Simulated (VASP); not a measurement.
# K (P6_3/mmc) in VASP: notebook

Runs on K. Level: PBE+D3(BJ). Tasks: single point.

All numbers are computed with VASP 6.6.1; they aren't measurements. Logs are shortened: lines on timing, memory, paths and dates and some standing lists are left out, and cuts for length are marked.

### 1 The cell of the first run

Symmetry: P6_3/mmc, No. 194, hexagonal system. The conventional cell has a = 4.615 Å, b = 4.615 Å, c = 15.312 Å, α = 90.00°, β = 90.00°, γ = 120.00°.

This isn't the form of K at room conditions, which is bcc.

### 2 Single point, PBE+D3(BJ) (strain along c alone, the other axes held: +2.0 %)

Contents of INCAR:

```
PREC = Accurate
ENCUT = 520
EDIFF = 1E-7
ISMEAR = 0
SIGMA = 0.1
LREAL = F
LASPH = T
NELM = 100
ALGO = Fast
ISIF = 2
LWAVE = F
LCHARG = F
GGA = PE
IVDW = 12
NBANDS = 26
```

Contents of KPOINTS:

```
Automatic mesh
0
Gamma
  12 12 4
```

Contents of POSCAR:

```
K
1.0
    4.6146036413      0.0000000000      0.0000000000
   -2.3073018206      3.9963639817      0.0000000000
    0.0000000000      0.0000000000     15.3124198550
K
4
Direct
    0.0000000000      0.0000000000      0.0000000000
    0.3333333333      0.6666666667      0.7500000000
    0.0000000000      0.0000000000      0.5000000000
    0.6666666667      0.3333333333      0.2500000000
```

Potentials or basis: VASP PAW PBE potentials, release 64 (K_sv).

Run with:

```bash
$ cat potpaw_PBE.64/K_sv/POTCAR > POTCAR
$ mpirun -np 1 vasp_std > vasp.out
```

OUTCAR:

```text
PREC = Accurate
   ENCUT = 520
   EDIFF = 1E-7
   ISMEAR = 0
   LREAL = F
   LASPH = T
   NELM = 100
   ISIF = 2
   GGA = PE
   IVDW = 12
 IVDW          = 12

 ion  position               nearest neighbor table
   1  0.000  0.000  0.000-
   2  0.333  0.667  0.750-
   3  0.000  0.000  0.500-
   4  0.667  0.333  0.250-

  LATTYP: Found a hexagonal cell.
 ALAT       =     4.6146036413
 C/A-ratio  =     3.3182524536

  Lattice vectors:

 A1 = (   4.6146036413,   0.0000000000,   0.0000000000)
 A2 = (  -2.3073018206,   3.9963639817,   0.0000000000)
 A3 = (   0.0000000000,   0.0000000000,  15.3124198550)

Analysis of symmetry for initial positions (statically):
=====================================================================
 Subroutine PRICEL returns:
 Original cell was already a primitive cell.

 Routine SETGRP: Setting up the symmetry group for a
 hexagonal supercell.

 Subroutine GETGRP returns: Found 24 space group operations
 (whereof 12 operations were pure point group operations)
 out of a pool of 24 trial point group operations.

The static configuration has the point symmetry D_3d.
 The point group associated with its full space group is D_6h.

Analysis of symmetry for dynamics (positions and initial velocities):
=====================================================================
 Subroutine PRICEL returns:
 Original cell was already a primitive cell.

 Routine SETGRP: Setting up the symmetry group for a
 hexagonal supercell.

 Subroutine GETGRP returns: Found 24 space group operations
 (whereof 12 operations were pure point group operations)
 out of a pool of 24 trial point group operations.

The dynamic configuration has the point symmetry D_3d.
 The point group associated with its full space group is D_6h.

 Subroutine INISYM returns: Found 24 space group operations
 (whereof 12 operations are pure point group operations),
 and found     1 'primitive' translations

----------------------------------------------------------------------------------------

                                     Primitive cell

  volume of cell :     282.3861

  direct lattice vectors                    reciprocal lattice vectors
     4.614603641  0.000000000  0.000000000     0.216703335  0.125113729  0.000000000
    -2.307301821  3.996363982  0.000000000     0.000000000  0.250227458  0.000000000
     0.000000000  0.000000000 15.312419855     0.000000000  0.000000000  0.065306464

  length of vectors
     4.614603641  4.614603641 15.312419855     0.250227458  0.250227458  0.065306464

  position of ions in fractional coordinates (direct lattice)
     0.000000000  0.000000000  0.000000000
     0.333333333  0.666666667  0.750000000
     0.000000000  0.000000000  0.500000000
     0.666666667  0.333333333  0.250000000

  ion indices of the primitive-cell ions
   primitive index   ion index
                 1           1
                 2           2
                 3           3
                 4           4

----------------------------------------------------------------------------------------

 KPOINTS: Automatic mesh

Automatic generation of k-mesh.
 Grid dimensions read from file:
 generate k-points for:   12   12    4

 Generating k-lattice:

  Cartesian coordinates                     Fractional coordinates (reciprocal lattice)
     0.018058611  0.010426144  0.000000000     0.083333333  0.000000000  0.000000000
     0.000000000  0.020852288  0.000000000     0.000000000  0.083333333  0.000000000
     0.000000000  0.000000000  0.016326616     0.000000000  0.000000000  0.250000000

  Length of vectors
     0.020852288  0.020852288  0.016326616

  Shift w.r.t. Gamma in fractional coordinates (k-lattice)
     0.000000000  0.000000000  0.000000000

 Subroutine IBZKPT returns following result:
 ===========================================

 Found     57 irreducible k-points:

 Following reciprocal coordinates:
            Coordinates               Weight
  0.000000  0.000000  0.000000      1.000000
  0.083333  0.000000  0.000000      6.000000
  0.166667  0.000000  0.000000      6.000000
  0.250000  0.000000  0.000000      6.000000
  0.333333  0.000000  0.000000      6.000000
  0.416667  0.000000  0.000000      6.000000
[... 16 lines left out ...]
  0.250000  0.000000  0.250000     12.000000
  0.333333  0.000000  0.250000     12.000000
 [... further k-points ...]
   k-points           NKPTS =     57   k-points in BZ     NKDIM =     57   number of bands    NBANDS=     26
   number of dos      NEDOS =    301   number of ions     NIONS =      4
   total plane-waves  NPLWV = 155520
   dimension x,y,z NGX =    36 NGY =   36 NGZ =  120
   dimension x,y,z NGXF=    72 NGYF=   72 NGZF=  240
   ions per type =               4
   NGX,Y,Z   is equivalent  to a cutoff of  12.97, 12.97, 13.03 a.u.
   NGXF,Y,Z  is equivalent  to a cutoff of  25.94, 25.94, 26.06 a.u.
 SYSTEM =  unknown system
   PREC   = accura    normal or accurate (medium, high low for compatibility)
   ISTART =      0    job   : 0-new  1-cont  2-samecut
   ICHARG =      2    charge: 1-file 2-atom 10-const
   ISPIN  =      1    spin polarized calculation?
   LNONCOLLINEAR =      F non collinear calculations
   LSORBIT =      F    spin-orbit coupling
   LASPH  =      T    aspherical Exc in radial PAW
   ENCUT  =  520.0 eV  38.22 Ry    6.18 a.u.   8.58  8.58 28.47*2*pi/ulx,y,z
   NELM   =    100;   NELMIN=  2; NELMDL= -5     # of ELM steps
   EDIFF  = 0.1E-06   stopping-criterion for ELM
   LREAL  =      F    real-space projection
   EDIFFG = 0.1E-05   stopping-criterion for IOM
   NSW    =      0    number of steps for IOM
   IBRION =     -1    ionic relax: 0-MD 1-quasi-New 2-CG
   NFREE  =      0    steps in history (QN), initial steepest desc. (CG)
   ISIF   =      2    stress and relaxation
   ISYM   =      2    0-nonsym 1-usesym 2-fastsym
   POTIM  = 0.5000    time-step for ionic-motion
   TEBEG  =    0.0;   TEEND  =   0.0 temperature during run
   PSTRESS=    0.0 pullay stress
   NELECT =      36.0000    total number of electrons
   NUPDOWN=      -1.0000    fix difference up-down
   EMIN   =  10.00;   EMAX   =-10.00  energy-range for DOS
   EFERMI =   0.00;   METHOD = LEGACY
   ISMEAR =     0;   SIGMA  =   0.10  broadening in eV -4-tet -1-fermi 0-gaus
   EFERMI_NEDOS =   21; number of points for ismear=-14 and -15
   IALGO  =     68    algorithm
   IMIX   =      4    mixing-type and parameters
     AMIX     =   0.40;   BMIX     =  1.00
     AMIX_MAG =   1.60;   BMIX_MAG =  1.00
  volume/ion in A,a.u.               =      70.60       476.41
  Fermi-wavevector in a.u.,A,eV,Ry     =   0.823938  1.557017  9.236641  0.678874
  Thomas-Fermi vector in A             =   1.935536
   LORBIT       =      0    0 simple, 1 ext, 2 COOP (PROOUT), +10 PAW based schemes
   GGA     = PE    functional components
   LHFCALC =     F    Hartree Fock is set to
   AEXX    =    0.0000 exact exchange contribution
   IVDW    =    12    specifies the selected vdW correction
   LEPSILON=     F    determine dielectric tensor
   LRPA    =     F    only Hartree local field effects (RPA)
 non-spin polarized calculation
 RMM-DIIS sequential band-by-band and
 Gauss-broadening in eV      SIGMA  =   0.10
  energy-cutoff  :      520.00
  volume of cell :      282.39
 maximum number of plane-waves:      7647
 NGX is ok and might be reduce to    36
   NGX = 17   NGY = 17   NGZ = 57

 number of electron      36.0000001 magnetization

 Free energy of the ion-electron system (eV)
  ---------------------------------------------------
  ext. energy  EPLUGINS =         0.00000000
  ---------------------------------------------------
  free energy    TOTEN  =        -4.19193764 eV

  energy without entropy =       -4.17858916  energy(sigma->0) =       -4.18526340

 E-fermi :  -0.0262     XC(G=0):  -5.7503

 val. band max:       -0.0791774213   @ k =   0.4167   0.0833   0.2500
 cond. band min:      -0.0191085510   @ k =   0.2500   0.2500   0.2500
 fundamental gap:      0.0600688702
 Fermi energy:        -0.0261849082

 k-point     1 :       0.0000    0.0000    0.0000
  band No.  band energies     occupation
      1     -32.1317      2.00000
      2     -32.1298      2.00000
      3     -32.1294      2.00000
      4     -32.1275      2.00000
      5     -15.6533      2.00000
      6     -15.6170      2.00000
[... 18 lines left out ...]
     25       4.1099      0.00000
     26       4.1626      0.00000

 k-point     2 :       0.0833    0.0000    0.0000
  band No.  band energies     occupation
      1     -32.1314      2.00000
      2     -32.1296      2.00000
      3     -32.1292      2.00000
      4     -32.1273      2.00000
      5     -15.6516      2.00000
      6     -15.6174      2.00000
[... 18 lines left out ...]
     25       3.9389      0.00000
     26       3.9719      0.00000

 k-point     3 :       0.1667    0.0000    0.0000
  band No.  band energies     occupation
      1     -32.1306      2.00000
      2     -32.1290      2.00000
      3     -32.1286      2.00000
      4     -32.1269      2.00000
      5     -15.6468      2.00000
      6     -15.6198      2.00000
[... 18 lines left out ...]
     25       3.4201      0.00000
     26       3.4345      0.00000

 k-point     4 :       0.2500    0.0000    0.0000
  band No.  band energies     occupation
      1     -32.1295      2.00000
      2     -32.1281      2.00000
      3     -32.1278      2.00000
      4     -32.1264      2.00000
      5     -15.6400      2.00000
      6     -15.6284      2.00000
[... 18 lines left out ...]
     25       2.9296      0.00000
     26       2.9666      0.00000
[... 496 lines left out ...]
      1     -32.1305      2.00000
      2     -32.1295      2.00000
      3     -32.1280      2.00000
      4     -32.1270      2.00000
      5     -15.6447      2.00000
      6     -15.6299      2.00000
[... 18 lines left out ...]
     25       3.3374      0.00000
     26       3.5621      0.00000

 k-point    23 :       0.2500    0.0000    0.2500
  band No.  band energies     occupation
      1     -32.1294      2.00000
      2     -32.1286      2.00000
      3     -32.1273      2.00000
      4     -32.1265      2.00000
      5     -15.6391      2.00000
      6     -15.6325      2.00000
[... 18 lines left out ...]
     25       2.9148      0.00000
     26       3.1318      0.00000

 k-point    24 :       0.3333    0.0000    0.2500
  band No.  band energies     occupation
      1     -32.1283      2.00000
      2     -32.1276      2.00000
      3     -32.1266      2.00000
      4     -32.1260      2.00000
      5     -15.6426      2.00000
      6     -15.6384      2.00000
[... 18 lines left out ...]
     25       2.5963      0.00000
     26       2.7439      0.00000

 [... further k-points ...]

------------------------ aborting loop because EDIFF is reached ----------------------------------------

 Edisp (eV)   -0.47174

 E8    (eV) :    -0.2539

  FORCE on cell =-STRESS in cart. coord.  units (eV):
  Direction    XX          YY          ZZ          XY          YZ          ZX
  --------------------------------------------------------------------------------------
  -------------------------------------------------------------------------------------
  Total      -0.08910    -0.08910    -0.32749    -0.00000     0.00000     0.00000
  in kB      -0.50552    -0.50552    -1.85811    -0.00000     0.00000     0.00000
  external pressure =       -0.96 kB  Pullay stress =        0.00 kB

 VOLUME and BASIS-vectors are now :
 -----------------------------------------------------------------------------
  energy-cutoff  :      520.00
  volume of cell :      282.39
      direct lattice vectors                 reciprocal lattice vectors
     4.614603641  0.000000000  0.000000000     0.216703335  0.125113729  0.000000000
    -2.307301821  3.996363982  0.000000000     0.000000000  0.250227458  0.000000000
     0.000000000  0.000000000 15.312419855     0.000000000  0.000000000  0.065306464

 POSITION                                       TOTAL-FORCE (eV/Angst)
 -----------------------------------------------------------------------------------
      0.00000      0.00000      0.00000         0.000000      0.000000      0.000000
     -0.00000      2.66424     11.48431         0.000000     -0.000000      0.000000
      0.00000      0.00000      7.65621         0.000000      0.000000      0.000000
      2.30730      1.33212      3.82810        -0.000000      0.000000     -0.000000
 -----------------------------------------------------------------------------------
    total drift:                                0.000000      0.000000     -0.000000

  FREE ENERGIE OF THE ION-ELECTRON SYSTEM (eV)
  ---------------------------------------------------
  free  energy   TOTEN  =        -4.6636804439 eV

  energy  without entropy=       -4.6503319605  energy(sigma->0) =       -4.65700620
```

Wall time 6.6 min (1 thread of Intel Xeon 6975P-C (Granite Rapids), shared host); peak memory 0.58 GiB.

What came out:

| Property | Result |
| --- | --- |
| Free energy | -4.6637 eV |
| Pressure | -0.1 GPa |
| Band gap on the k mesh | zero (bands 18 and 19 overlap by 2.42 eV) |
| Dispersion energy per atom | -0.118 eV |

Levels at points of the mesh, in eV from the Fermi level:
```csv
k point,band 14,band 15,band 16,band 17,band 18,band 19,band 20,band 21,band 22,band 23
"(0.00, 0.00, 0.00)",-15.55,-15.55,-15.55,-2.22,-1.50,-1.50,0.28,0.51,2.70,2.71
"(0.50, 0.00, 0.00)",-15.57,-15.57,-15.56,0.18,0.24,0.63,0.64,0.85,0.90,1.78
"(0.00, 0.00, 0.50)",-15.55,-15.55,-15.55,-2.03,-2.03,-0.66,-0.66,1.56,1.56,3.70
"(0.50, 0.00, 0.50)",-15.57,-15.57,-15.57,0.29,0.29,0.40,0.40,1.22,1.22,1.54
```

Caveat: the cell differs from its parent crystal (strain along c alone, the other axes held: +2.0 %).

(Part 1 of 2 ends here.)
